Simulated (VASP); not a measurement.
# W (Fd-3m) in VASP: single point with LDA

Aim: the single point of W with LDA.

Everything below comes from runs of VASP 6.6.1. Logs are shortened: lines on timing, memory, paths and dates and some standing lists are left out, and cuts for length are marked.

## Step 1: The cell of the first run

Symmetry: Fd-3m, No. 227, cubic system. Conventional cell: a = 5.714 Å, b = 5.714 Å, c = 5.714 Å, α = 90.00°, β = 90.00°, γ = 90.00°. Within 3.3 Å of W (site symmetry -43m) lie 4 W at 2.47 Å.

## Step 2: Single point, LDA

The input, INCAR:

```
PREC = Accurate ; ENCUT = 520
EDIFF = 1E-6 ; ISMEAR = -1
SIGMA = 0.13605693000000002 ; LREAL = F
LASPH = T ; NELM = 60
ALGO = Normal ; ISIF = 2
LWAVE = F ; LCHARG = F
GGA = CA ; NBANDS = 21
```

The input, KPOINTS:

```
regular mesh
0
Gamma
  8 8 8
```

The input, POSCAR:

```
W
1.0
    0.0000000000      2.8571585713      2.8571585713
    2.8571585713      0.0000000000      2.8571585713
    2.8571585713      2.8571585713      0.0000000000
W
2
Direct
    0.0000000000      0.0000000000      0.0000000000
    0.2500000000      0.2500000000      0.2500000000
```

Potentials or basis: VASP PAW LDA potentials, release 64 (W_sv).

On the command line:

```bash
cat potpaw_LDA.64/W_sv/POTCAR > POTCAR
mpirun -np 1 vasp_std > vasp.out
```

OUTCAR:

```text
PREC = Accurate
   ENCUT = 520
   EDIFF = 1E-6
   ISMEAR = -1
   LREAL = F
   LASPH = T
   NELM = 60
   ISIF = 2
   GGA = CA

 ion  position               nearest neighbor table
   1  0.000  0.000  0.000-   2 2.47   2 2.47   2 2.47   2 2.47
   2  0.250  0.250  0.250-   1 2.47   1 2.47   1 2.47   1 2.47

  LATTYP: Found a face centered cubic cell.
 ALAT       =     5.7143171426

  Lattice vectors:

 A1 = (   0.0000000000,   2.8571585713,   2.8571585713)
 A2 = (   2.8571585713,   0.0000000000,   2.8571585713)
 A3 = (   2.8571585713,   2.8571585713,   0.0000000000)

Analysis of symmetry for initial positions (statically):
=====================================================================
 Subroutine PRICEL returns:
 Original cell was already a primitive cell.

 Routine SETGRP: Setting up the symmetry group for a
 face centered cubic supercell.

 Subroutine GETGRP returns: Found 48 space group operations
 (whereof 24 operations were pure point group operations)
 out of a pool of 48 trial point group operations.

The static configuration has the point symmetry T_d .
 The point group associated with its full space group is O_h .

Analysis of symmetry for dynamics (positions and initial velocities):
=====================================================================
 Subroutine PRICEL returns:
 Original cell was already a primitive cell.

 Routine SETGRP: Setting up the symmetry group for a
 face centered cubic supercell.

 Subroutine GETGRP returns: Found 48 space group operations
 (whereof 24 operations were pure point group operations)
 out of a pool of 48 trial point group operations.

The dynamic configuration has the point symmetry T_d .
 The point group associated with its full space group is O_h .

 Subroutine INISYM returns: Found 48 space group operations
 (whereof 24 operations are pure point group operations),
 and found     1 'primitive' translations

----------------------------------------------------------------------------------------

                                     Primitive cell

  volume of cell :      46.6480

  direct lattice vectors                    reciprocal lattice vectors
     0.000000000  2.857158571  2.857158571    -0.174999038  0.174999038  0.174999038
     2.857158571  0.000000000  2.857158571     0.174999038 -0.174999038  0.174999038
     2.857158571  2.857158571  0.000000000     0.174999038  0.174999038 -0.174999038

  length of vectors
     4.040632401  4.040632401  4.040632401     0.303107224  0.303107224  0.303107224

  position of ions in fractional coordinates (direct lattice)
     0.000000000  0.000000000  0.000000000
     0.250000000  0.250000000  0.250000000

  ion indices of the primitive-cell ions
   primitive index   ion index
                 1           1
                 2           2

----------------------------------------------------------------------------------------

 KPOINTS: regular mesh

Automatic generation of k-mesh.
 Grid dimensions read from file:
 generate k-points for:    8    8    8

 Generating k-lattice:

  Cartesian coordinates                     Fractional coordinates (reciprocal lattice)
    -0.021874880  0.021874880  0.021874880     0.125000000  0.000000000  0.000000000
     0.021874880 -0.021874880  0.021874880     0.000000000  0.125000000  0.000000000
     0.021874880  0.021874880 -0.021874880     0.000000000  0.000000000  0.125000000

  Length of vectors
     0.037888403  0.037888403  0.037888403

  Shift w.r.t. Gamma in fractional coordinates (k-lattice)
     0.000000000  0.000000000  0.000000000

 Subroutine IBZKPT returns following result:
 ===========================================

 Found     29 irreducible k-points:

 Following reciprocal coordinates:
            Coordinates               Weight
  0.000000  0.000000  0.000000      1.000000
  0.125000  0.000000  0.000000      8.000000
  0.250000  0.000000  0.000000      8.000000
  0.375000  0.000000  0.000000      8.000000
  0.500000  0.000000  0.000000      4.000000
  0.125000  0.125000  0.000000      6.000000
[... 16 lines left out ...]
  0.500000  0.250000  0.125000     48.000000
 -0.375000  0.250000  0.125000     24.000000
 [... further k-points ...]
   k-points           NKPTS =     29   k-points in BZ     NKDIM =     29   number of bands    NBANDS=     21
   number of dos      NEDOS =    301   number of ions     NIONS =      2
   total plane-waves  NPLWV =  27000
   dimension x,y,z NGX =    30 NGY =   30 NGZ =   30
   dimension x,y,z NGXF=    60 NGYF=   60 NGZF=   60
   ions per type =               2
   NGX,Y,Z   is equivalent  to a cutoff of  12.34, 12.34, 12.34 a.u.
   NGXF,Y,Z  is equivalent  to a cutoff of  24.69, 24.69, 24.69 a.u.
 SYSTEM =  unknown system
   PREC   = accura    normal or accurate (medium, high low for compatibility)
   ISTART =      0    job   : 0-new  1-cont  2-samecut
   ICHARG =      2    charge: 1-file 2-atom 10-const
   ISPIN  =      1    spin polarized calculation?
   LNONCOLLINEAR =      F non collinear calculations
   LSORBIT =      F    spin-orbit coupling
   LASPH  =      T    aspherical Exc in radial PAW
   ENCUT  =  520.0 eV  38.22 Ry    6.18 a.u.   7.51  7.51  7.51*2*pi/ulx,y,z
   NELM   =     60;   NELMIN=  2; NELMDL= -5     # of ELM steps
   EDIFF  = 0.1E-05   stopping-criterion for ELM
   LREAL  =      F    real-space projection
   EDIFFG = 0.1E-04   stopping-criterion for IOM
   NSW    =      0    number of steps for IOM
   IBRION =     -1    ionic relax: 0-MD 1-quasi-New 2-CG
   NFREE  =      0    steps in history (QN), initial steepest desc. (CG)
   ISIF   =      2    stress and relaxation
   ISYM   =      2    0-nonsym 1-usesym 2-fastsym
   POTIM  = 0.5000    time-step for ionic-motion
   TEBEG  =    0.0;   TEEND  =   0.0 temperature during run
   PSTRESS=    0.0 pullay stress
   NELECT =      28.0000    total number of electrons
   NUPDOWN=      -1.0000    fix difference up-down
   EMIN   =  10.00;   EMAX   =-10.00  energy-range for DOS
   EFERMI =   0.00;   METHOD = LEGACY
   ISMEAR =    -1;   SIGMA  =   0.14  broadening in eV -4-tet -1-fermi 0-gaus
   EFERMI_NEDOS =   21; number of points for ismear=-14 and -15
   IALGO  =     38    algorithm
   IMIX   =      4    mixing-type and parameters
     AMIX     =   0.40;   BMIX     =  1.00
     AMIX_MAG =   1.60;   BMIX_MAG =  1.00
  volume/ion in A,a.u.               =      23.32       157.40
  Fermi-wavevector in a.u.,A,eV,Ry     =   1.380967  2.609648 25.947244  1.907069
  Thomas-Fermi vector in A             =   2.505795
   LORBIT       =      0    0 simple, 1 ext, 2 COOP (PROOUT), +10 PAW based schemes
   GGA     = CA    functional components
   LHFCALC =     F    Hartree Fock is set to
   AEXX    =    0.0000 exact exchange contribution
   IVDW    =     0    specifies the selected vdW correction
   LEPSILON=     F    determine dielectric tensor
   LRPA    =     F    only Hartree local field effects (RPA)
 non-spin polarized calculation
  energy-cutoff  :      520.00
  volume of cell :       46.65
 maximum number of plane-waves:      1283
   NGX = 15   NGY = 15   NGZ = 15

 number of electron      28.0000000 magnetization

 Free energy of the ion-electron system (eV)
  ---------------------------------------------------
  ext. energy  EPLUGINS =         0.00000000
  ---------------------------------------------------
  free energy    TOTEN  =       -22.72538167 eV

  energy without entropy =      -22.56249173  energy(sigma->0) =      -22.64393670

 E-fermi :   5.6526     XC(G=0): -11.2972

 val. band max:        5.6290408765   @ k =  -0.2500   0.5000   0.2500
 cond. band min:       5.6755546905   @ k =   0.3750   0.2500   0.1250
 fundamental gap:      0.0465138140
 Fermi energy:         5.6525636491

 k-point     1 :       0.0000    0.0000    0.0000
  band No.  band energies     occupation
      1     -67.0874      2.00000
      2     -66.6835      2.00000
      3     -31.9900      2.00000
      4     -31.9900      2.00000
      5     -31.9900      2.00000
      6     -30.9116      2.00000
[... 13 lines left out ...]
     20      16.5296      0.00000
     21      16.9648      0.00000

 k-point     2 :       0.1250    0.0000    0.0000
  band No.  band energies     occupation
      1     -67.0762      2.00000
      2     -66.6951      2.00000
      3     -32.0093      2.00000
      4     -32.0093      2.00000
      5     -31.9878      2.00000
      6     -30.9154      2.00000
[... 13 lines left out ...]
     20      16.0504      0.00000
     21      17.2025      0.00000

 k-point     3 :       0.2500    0.0000    0.0000
  band No.  band energies     occupation
      1     -67.0458      2.00000
      2     -66.7265      2.00000
      3     -32.0532      2.00000
      4     -32.0532      2.00000
      5     -31.9832      2.00000
      6     -30.9235      2.00000
[... 13 lines left out ...]
     20      14.4509      0.00000
     21      15.7309      0.00000

 k-point     4 :       0.3750    0.0000    0.0000
  band No.  band energies     occupation
      1     -67.0077      2.00000
      2     -66.7655      2.00000
      3     -32.0938      2.00000
      4     -32.0938      2.00000
      5     -31.9799      2.00000
      6     -30.9300      2.00000
[... 13 lines left out ...]
     20      11.7528      0.00000
     21      15.6694      0.00000

 k-point     5 :       0.5000    0.0000    0.0000
  band No.  band energies     occupation
      1     -66.9877      2.00000
      2     -66.7858      2.00000
      3     -32.1098      2.00000
      4     -32.1098      2.00000
      5     -31.9789      2.00000
      6     -30.9322      2.00000
[... 13 lines left out ...]
     20      10.5816      0.00000
     21      15.6818      0.00000

 k-point     6 :       0.1250    0.1250    0.0000
  band No.  band energies     occupation
      1     -67.0723      2.00000
      2     -66.6991      2.00000
      3     -32.0320      2.00000
      4     -32.0320      2.00000
      5     -31.9505      2.00000
      6     -30.9557      2.00000
[... 13 lines left out ...]
     20      15.9443      0.00000
     21      17.6763      0.00000

 k-point     7 :       0.2500    0.1250    0.0000
  band No.  band energies     occupation
      1     -67.0477      2.00000
      2     -66.7245      2.00000
      3     -32.0783      2.00000
      4     -32.0768      2.00000
      5     -31.9164      2.00000
      6     -30.9930      2.00000
[... 13 lines left out ...]
     20      15.3467      0.00000
     21      15.8345      0.00000
[... 291 lines left out ...]
      1     -66.9167      2.00000
      2     -66.8576      2.00000
      3     -32.2547      2.00000
      4     -32.1951      2.00000
      5     -31.5945      2.00000
      6     -31.3241      2.00000
[... 13 lines left out ...]
     20      10.9264      0.00000
     21      11.7713      0.00000

 k-point    21 :       0.5000    0.5000    0.0000
  band No.  band energies     occupation
      1     -66.8872      2.00000
      2     -66.8872      2.00000
      3     -32.2304      2.00000
      4     -32.2304      2.00000
      5     -31.4657      2.00000
      6     -31.4657      2.00000
[... 13 lines left out ...]
     20      10.5418      0.00000
     21      11.3944      0.00000

 k-point    22 :       0.3750    0.2500    0.1250
  band No.  band energies     occupation
      1     -67.0184      2.00000
      2     -66.7546      2.00000
      3     -32.1511      2.00000
      4     -32.1040      2.00000
      5     -31.8533      2.00000
      6     -31.0589      2.00000
[... 13 lines left out ...]
     20      13.9860      0.00000
     21      14.5905      0.00000

 k-point    23 :       0.5000    0.2500    0.1250
  band No.  band energies     occupation
      1     -66.9801      2.00000
      2     -66.7936      2.00000
      3     -32.2040      2.00000
      4     -32.1397      2.00000
      5     -31.7902      2.00000
      6     -31.1217      2.00000
[... 13 lines left out ...]
     20      11.7922      0.00000
     21      13.7402      0.00000

 k-point    24 :      -0.3750    0.2500    0.1250
  band No.  band energies     occupation
      1     -66.9584      2.00000
      2     -66.8156      2.00000
      3     -32.2227      2.00000
      4     -32.1562      2.00000
      5     -31.7612      2.00000
      6     -31.1501      2.00000
[... 13 lines left out ...]
     20      10.7715      0.00000
     21      13.5725      0.00000

 [... further k-points ...]

------------------------ aborting loop because EDIFF is reached ----------------------------------------

  FORCE on cell =-STRESS in cart. coord.  units (eV):
  Direction    XX          YY          ZZ          XY          YZ          ZX
  --------------------------------------------------------------------------------------
  -------------------------------------------------------------------------------------
  Total        0.3460169      0.3460169      0.3460169      0.0000000     -0.0000000      0.0000000
  in kB       11.8843349     11.8843349     11.8843349      0.0000000     -0.0000000      0.0000000
  external PRESSURE =      11.8843349 kB  Pullay stress =       0.0000000 kB

 VOLUME and BASIS-vectors are now :
 -----------------------------------------------------------------------------
  energy-cutoff  :      520.00
  volume of cell :       46.65
      direct lattice vectors                 reciprocal lattice vectors
     0.000000000  2.857158571  2.857158571    -0.174999038  0.174999038  0.174999038
     2.857158571  0.000000000  2.857158571     0.174999038 -0.174999038  0.174999038
     2.857158571  2.857158571  0.000000000     0.174999038  0.174999038 -0.174999038

 POSITION                                       TOTAL-FORCE (eV/Angst)
 -----------------------------------------------------------------------------------
      0.00000      0.00000      0.00000         0.000000      0.000000      0.000000
      1.42858      1.42858      1.42858        -0.000000     -0.000000     -0.000000
 -----------------------------------------------------------------------------------
    total drift:                                0.000000     -0.000000      0.000000

  FREE ENERGIE OF THE ION-ELECTRON SYSTEM (eV)
  ---------------------------------------------------
  free  energy   TOTEN  =       -22.7253816689 eV

  energy  without entropy=      -22.5624917323  energy(sigma->0) =      -22.64393670
```

Wall time 14 s (1 thread of Intel Xeon Platinum 8488C (Sapphire Rapids), shared host); peak memory 0.15 GiB.

What came out:

```
Free energy            : -22.7254 eV
Pressure               : 1.2 GPa
Band gap on the k mesh : zero (band 14 reaches 6.06 eV, above the bottom of band 15 at 5.28 eV)
```

Caveat: spin-orbit coupling is left out, which moves the levels of the heavy elements.
